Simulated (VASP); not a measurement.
# InSb3 (Fm-3m) in VASP: a series of runs, part 2 of 2

VASP 6.6.1.

### Step 4. Single point, PBEsol+D3(BJ) (25.29 Å³/atom)

This run uses another cell than the first one, of 25.29 Å³/atom.

The input, INCAR:

```
SYSTEM = InSb3
PREC = Accurate
ENCUT = 500
EDIFF = 1E-6
ISMEAR = 0
SIGMA = 0.1
LREAL = .FALSE.
LASPH = .TRUE.
NELM = 120
ALGO = Normal
ISIF = 2
LWAVE = .FALSE.
LCHARG = .TRUE.
GGA = PS
IVDW = 12
LELF = .TRUE.
LVHAR = .TRUE.
NBANDS = 22
GGA_COMPAT = .FALSE.
```

The input, KPOINTS:

```
regular mesh
0
G
  10 10 10
  0 0 0
```

The input, POSCAR:

```
InSb3
1.0
    0.0000000000      3.6983268453      3.6983268453
    3.6983268453      0.0000000000      3.6983268453
    3.6983268453      3.6983268453      0.0000000000
In Sb
1 3
Direct
    0.0000000000      0.0000000000      0.0000000000
    0.2500000000      0.2500000000      0.2500000000
    0.7500000000      0.7500000000      0.7500000000
    0.5000000000      0.5000000000      0.5000000000
```

Potentials or basis: VASP PAW PBE potentials, release 64 (In_d, Sb).

On the command line:

```sh
$ cat potpaw_PBE.64/In_d/POTCAR potpaw_PBE.64/Sb/POTCAR > POTCAR
$ mpirun -np 1 vasp_std > vasp.out
```

OUTCAR:

```text
SYSTEM = InSb3
   PREC = Accurate
   ENCUT = 500
   EDIFF = 1E-6
   ISMEAR = 0
   LREAL = .FALSE.
   LASPH = .TRUE.
   NELM = 120
   ISIF = 2
   GGA = PS
   IVDW = 12
 IVDW          = 12

 ion  position               nearest neighbor table
   1  0.000  0.000  0.000-   3 3.20   3 3.20   3 3.20   2 3.20   3 3.20   2 3.20   2 3.20   2 3.20
                             4 3.70   4 3.70   4 3.70   4 3.70   4 3.70   4 3.70
   2  0.250  0.250  0.250-   1 3.20   1 3.20   1 3.20   1 3.20   4 3.20   4 3.20   4 3.20   4 3.20
                             3 3.70   3 3.70   3 3.70   3 3.70   3 3.70   3 3.70
   3  0.750  0.750  0.750-   4 3.20   4 3.20   4 3.20   1 3.20   4 3.20   1 3.20   1 3.20   1 3.20
                             2 3.70   2 3.70   2 3.70   2 3.70   2 3.70   2 3.70
   4  0.500  0.500  0.500-   2 3.20   2 3.20   2 3.20   2 3.20   3 3.20   3 3.20   3 3.20   3 3.20
                             1 3.70   1 3.70   1 3.70   1 3.70   1 3.70   1 3.70

  LATTYP: Found a face centered cubic cell.
 ALAT       =     7.3966536906

  Lattice vectors:

 A1 = (   0.0000000000,   3.6983268453,   3.6983268453)
 A2 = (   3.6983268453,   0.0000000000,   3.6983268453)
 A3 = (   3.6983268453,   3.6983268453,   0.0000000000)

Analysis of symmetry for initial positions (statically):
=====================================================================
 Subroutine PRICEL returns:
 Original cell was already a primitive cell.

 Routine SETGRP: Setting up the symmetry group for a
 face centered cubic supercell.

 Subroutine GETGRP returns: Found 48 space group operations
 (whereof 48 operations were pure point group operations)
 out of a pool of 48 trial point group operations.

The static configuration has the point symmetry O_h .

Analysis of symmetry for dynamics (positions and initial velocities):
=====================================================================
 Subroutine PRICEL returns:
 Original cell was already a primitive cell.

 Routine SETGRP: Setting up the symmetry group for a
 face centered cubic supercell.

 Subroutine GETGRP returns: Found 48 space group operations
 (whereof 48 operations were pure point group operations)
 out of a pool of 48 trial point group operations.

The dynamic configuration has the point symmetry O_h .

 Subroutine INISYM returns: Found 48 space group operations
 (whereof 48 operations are pure point group operations),
 and found     1 'primitive' translations

----------------------------------------------------------------------------------------

                                     Primitive cell

  volume of cell :     101.1686

  direct lattice vectors                    reciprocal lattice vectors
     0.000000000  3.698326845  3.698326845    -0.135196271  0.135196271  0.135196271
     3.698326845  0.000000000  3.698326845     0.135196271 -0.135196271  0.135196271
     3.698326845  3.698326845  0.000000000     0.135196271  0.135196271 -0.135196271

  length of vectors
     5.230223983  5.230223983  5.230223983     0.234166811  0.234166811  0.234166811

  position of ions in fractional coordinates (direct lattice)
     0.000000000  0.000000000  0.000000000
     0.250000000  0.250000000  0.250000000
     0.750000000  0.750000000  0.750000000
     0.500000000  0.500000000  0.500000000

  ion indices of the primitive-cell ions
   primitive index   ion index
                 1           1
[... 32 lines left out ...]
  0.000000  0.000000  0.000000      1.000000
  0.100000  0.000000  0.000000      8.000000
  0.200000  0.000000  0.000000      8.000000
  0.300000  0.000000  0.000000      8.000000
  0.400000  0.000000  0.000000      8.000000
  0.500000  0.000000  0.000000      4.000000
[... 16 lines left out ...]
  0.300000  0.300000  0.000000      6.000000
  0.400000  0.300000  0.000000     24.000000
 [... further k-points ...]
   k-points           NKPTS =     47   k-points in BZ     NKDIM =     47   number of bands    NBANDS=     22
   number of dos      NEDOS =    301   number of ions     NIONS =      4
   total plane-waves  NPLWV =  64000
   dimension x,y,z NGX =    40 NGY =   40 NGZ =   40
   dimension x,y,z NGXF=    80 NGYF=   80 NGZF=   80
   ions per type =               1   3
   NGX,Y,Z   is equivalent  to a cutoff of  12.71, 12.71, 12.71 a.u.
   NGXF,Y,Z  is equivalent  to a cutoff of  25.43, 25.43, 25.43 a.u.
 SYSTEM =  InSb3
   PREC   = accura    normal or accurate (medium, high low for compatibility)
   ISTART =      0    job   : 0-new  1-cont  2-samecut
   ICHARG =      2    charge: 1-file 2-atom 10-const
   ISPIN  =      1    spin polarized calculation?
   LNONCOLLINEAR =      F non collinear calculations
   LSORBIT =      F    spin-orbit coupling
   LASPH  =      T    aspherical Exc in radial PAW
   ENCUT  =  500.0 eV  36.75 Ry    6.06 a.u.   9.54  9.54  9.54*2*pi/ulx,y,z
   NELM   =    120;   NELMIN=  2; NELMDL= -5     # of ELM steps
   EDIFF  = 0.1E-05   stopping-criterion for ELM
   LREAL  =      F    real-space projection
   EDIFFG = 0.1E-04   stopping-criterion for IOM
   NSW    =      0    number of steps for IOM
   IBRION =     -1    ionic relax: 0-MD 1-quasi-New 2-CG
   NFREE  =      0    steps in history (QN), initial steepest desc. (CG)
   ISIF   =      2    stress and relaxation
   ISYM   =      2    0-nonsym 1-usesym 2-fastsym
   POTIM  = 0.5000    time-step for ionic-motion
   TEBEG  =    0.0;   TEEND  =   0.0 temperature during run
   PSTRESS=    0.0 pullay stress
   NELECT =      28.0000    total number of electrons
   NUPDOWN=      -1.0000    fix difference up-down
   EMIN   =  10.00;   EMAX   =-10.00  energy-range for DOS
   EFERMI =   0.00;   METHOD = LEGACY
   ISMEAR =     0;   SIGMA  =   0.10  broadening in eV -4-tet -1-fermi 0-gaus
   EFERMI_NEDOS =   21; number of points for ismear=-14 and -15
   IALGO  =     38    algorithm
   IMIX   =      4    mixing-type and parameters
     AMIX     =   0.40;   BMIX     =  1.00
     AMIX_MAG =   1.60;   BMIX_MAG =  1.00
  volume/ion in A,a.u.               =      25.29       170.68
  Fermi-wavevector in a.u.,A,eV,Ry     =   1.066872  2.016095 15.486360  1.138215
  Thomas-Fermi vector in A             =   2.202470
   LORBIT       =      0    0 simple, 1 ext, 2 COOP (PROOUT), +10 PAW based schemes
   GGA     = PS    functional components
   LHFCALC =     F    Hartree Fock is set to
   AEXX    =    0.0000 exact exchange contribution
   IVDW    =    12    specifies the selected vdW correction
   LEPSILON=     F    determine dielectric tensor
   LRPA    =     F    only Hartree local field effects (RPA)
 non-spin polarized calculation
 Gauss-broadening in eV      SIGMA  =   0.10
  energy-cutoff  :      500.00
  volume of cell :      101.17
 maximum number of plane-waves:      2637
 NGX is ok and might be reduce to    40
   NGX = 19   NGY = 19   NGZ = 19

 number of electron      28.0000008 magnetization

 Free energy of the ion-electron system (eV)
  ---------------------------------------------------
  ext. energy  EPLUGINS =         0.00000000
  ---------------------------------------------------
  free energy    TOTEN  =       -16.15710799 eV

  energy without entropy =      -16.14941985  energy(sigma->0) =      -16.15326392

 E-fermi :   8.7674     XC(G=0): -10.5980

 val. band max:        8.7626277447   @ k =   0.2000   0.0000   0.0000
 cond. band min:       8.7852409540   @ k =   0.4000   0.4000   0.0000
 fundamental gap:      0.0226132093
 Fermi energy:         8.7674448240

 k-point     1 :       0.0000    0.0000    0.0000
  band No.  band energies     occupation
      1      -5.6730      2.00000
      2      -5.6730      2.00000
      3      -5.6730      2.00000
      4      -5.6304      2.00000
      5      -5.6304      2.00000
      6      -4.0157      2.00000
[... 589 lines left out ...]
     21      13.4924      0.00000
     22      13.5978      0.00000

 [... further k-points ...]

------------------------ aborting loop because EDIFF is reached ----------------------------------------

 Edisp (eV)   -1.98234

 E8    (eV) :    -1.3769

  FORCE on cell =-STRESS in cart. coord.  units (eV):
  Direction    XX          YY          ZZ          XY          YZ          ZX
  --------------------------------------------------------------------------------------
  -------------------------------------------------------------------------------------
  Total      -1.23681    -1.23681    -1.23681     0.00000    -0.00000     0.00000
  in kB     -19.58707   -19.58707   -19.58707     0.00000    -0.00000     0.00000
  external pressure =      -19.59 kB  Pullay stress =        0.00 kB

 VOLUME and BASIS-vectors are now :
 -----------------------------------------------------------------------------
  energy-cutoff  :      500.00
  volume of cell :      101.17
      direct lattice vectors                 reciprocal lattice vectors
     0.000000000  3.698326845  3.698326845    -0.135196271  0.135196271  0.135196271
     3.698326845  0.000000000  3.698326845     0.135196271 -0.135196271  0.135196271
     3.698326845  3.698326845  0.000000000     0.135196271  0.135196271 -0.135196271

 POSITION                                       TOTAL-FORCE (eV/Angst)
 -----------------------------------------------------------------------------------
      0.00000      0.00000      0.00000        -0.000000     -0.000000     -0.000000
      1.84916      1.84916      1.84916         0.000000      0.000000      0.000000
      5.54749      5.54749      5.54749        -0.000000     -0.000000     -0.000000
      3.69833      3.69833      3.69833        -0.000000     -0.000000     -0.000000
 -----------------------------------------------------------------------------------
    total drift:                               -0.000000      0.000000      0.000000

  FREE ENERGIE OF THE ION-ELECTRON SYSTEM (eV)
  ---------------------------------------------------
  free  energy   TOTEN  =       -18.1394498823 eV

  energy  without entropy=      -18.1317617416  energy(sigma->0) =      -18.13560581
```

OSZICAR:

```text
N       E                     dE             d eps       ncg     rms          rms(c)
DAV:   1     0.187298790601E+03    0.18730E+03   -0.10810E+04  2068   0.117E+03
DAV:   2    -0.250250532987E+00   -0.18755E+03   -0.18038E+03  2274   0.294E+02
DAV:   3    -0.156745718531E+02   -0.15424E+02   -0.14893E+02  2596   0.865E+01
DAV:   4    -0.161934402490E+02   -0.51887E+00   -0.51762E+00  2354   0.164E+01
DAV:   5    -0.162176752468E+02   -0.24235E-01   -0.24233E-01  3006   0.367E+00    0.407E+00
DAV:   6    -0.161708637527E+02    0.46811E-01   -0.79311E-02  2654   0.398E+00    0.224E+00
DAV:   7    -0.161579405000E+02    0.12923E-01   -0.32730E-02  2880   0.198E+00    0.315E-01
DAV:   8    -0.161571105285E+02    0.82997E-03   -0.29163E-03  2646   0.664E-01    0.809E-02
DAV:   9    -0.161571083523E+02    0.21762E-05   -0.19097E-04  2438   0.103E-01    0.266E-02
DAV:  10    -0.161571075625E+02    0.78976E-06   -0.10902E-05  2652   0.212E-02    0.704E-03
DAV:  11    -0.161571079906E+02   -0.42810E-06   -0.94895E-07  1396   0.990E-03
   1 F= -.18139450E+02 E0= -.18135606E+02  d E =-.768814E-02
```

Run time: 2.5 min. Hardware: 1 thread of Intel Xeon 8259CL, shared host; peak memory 0.3 GiB.

What came out:

- Free energy: -18.1394 eV
- Pressure: -2.0 GPa
- Band gap on the k mesh: zero (bands 14 and 15 overlap by 3.27 eV)
- Dispersion energy per atom: -0.496 eV

Caveat: the PAW data sets were made with another functional, which shifts forces and pressure a little; spin-orbit coupling is left out, which moves the levels of the heavy elements.
